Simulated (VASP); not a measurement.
Input of a VASP 6.6.1 run:

Contents of INCAR:

```
SYSTEM = Sc2SiF2
PREC = Accurate
ENCUT = 600
EDIFF = 1E-6
ISMEAR = 0
SIGMA = 0.15
LREAL = .False.
LASPH = .True.
NELM = 80
ALGO = Normal
ISIF = 3
LWAVE = .False.
LCHARG = .False.
GGA = PE
IBRION = 2
NSW = 36
EDIFFG = -0.08
```

Contents of KPOINTS:

```
regular mesh
0
Gamma
  4 4 1
  0 0 0
```

POSCAR

```
Sc2SiF2
1.0
    3.7000000000      0.0000000000      0.0000000000
   -1.8500000000      3.2042939900      0.0000000000
    0.0000000000      0.0000000000     12.0600000000
Sc Si F
4 2 4
Direct
    0.6666666700      0.3333333300      0.8900000000
    0.3333333300      0.6666666700      0.1100000000
    0.3333333300      0.6666666700      0.3900000000
    0.6666666700      0.3333333300      0.6100000000
    0.0000000000      0.0000000000      0.2500000000
    0.0000000000      0.0000000000      0.7500000000
    0.6666666700      0.3333333300      0.0650000000
    0.3333333300      0.6666666700      0.9350000000
    0.3333333300      0.6666666700      0.5650000000
    0.6666666700      0.3333333300      0.4350000000
```

Potentials or basis: VASP PAW PBE potentials, release 64 (Sc_sv, Si, F).

The run is started by

```bash
$ cat potpaw_PBE.64/Sc_sv/POTCAR potpaw_PBE.64/Si/POTCAR potpaw_PBE.64/F/POTCAR > POTCAR
$ mpirun -np 1 vasp_std > vasp.out
```

Question: Estimate the space group after relaxing (to 0.05 Å).

Answer: P6_3/mmc (No. 194).

Question: What does it give for the band gap on the k mesh?

Answer: Zero (band 40 reaches 5.52 eV, above the bottom of band 41 at 5.30 eV).

Forces on the atoms (eV/Å):
```
Sc   0.000  0.000  0.048
Sc   0.000  0.000 -0.048
Sc   0.000  0.000  0.048
Sc   0.000  0.000 -0.048
Si   0.000  0.000  0.000
Si   0.000  0.000  0.000
F    0.000  0.000  0.009
F    0.000  0.000 -0.009
F    0.000  0.000  0.009
F    0.000  0.000 -0.009
```

Caveat: the k points lie up to 0.49 Å⁻¹ apart in the final cell; the relaxation stopped at a loose force limit of 0.08 eV/Å, so its end isn't a converged minimum.
